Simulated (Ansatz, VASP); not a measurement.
**RbCl in VASP and in Ansatz**

```
Rb Cl
1.0
    -0.01637    3.27400    3.27400
     3.27400   -0.01637    3.27400
     3.25763    3.25763    0.00000
Rb Cl
1 1
Cartesian
  0.0000 0.0000 0.0000
  3.2576 3.2576 3.2740
```

Change from the starting cell: strain -0.0100 x Voigt [0, 0, 0, 0, 0, 1], atoms carried along.

Alike in both runs: task single point; functional PBE; k mesh 6 × 6 × 6; occupations gaussian, width 0.05 eV; no spin polarisation.

|  | VASP | Ansatz |
| --- | --- | --- |
| version | VASP 6.6.1 | Ansatz 0.2.0 |
| potentials or method | VASP PAW PBE potentials, release 64 (Rb_sv, Cl), cutoff 500 eV | scalar-relativistic, plane waves, PAW |
| valence electrons in the cell | 16 | 16 |

|  | VASP | Ansatz | Ansatz less VASP |
| --- | --- | --- | --- |
| gap on the k mesh at the Fermi level (eV) | 5.04 | 5.04 | +0.003 |
| least direct gap on the mesh (eV) | 5.04 | 5.04 | +0.003 |
| pressure (GPa) | 1.2 | 1.2 | 0.00 |

The functional is the same, so the differences come from potentials, cutoffs and numerics.
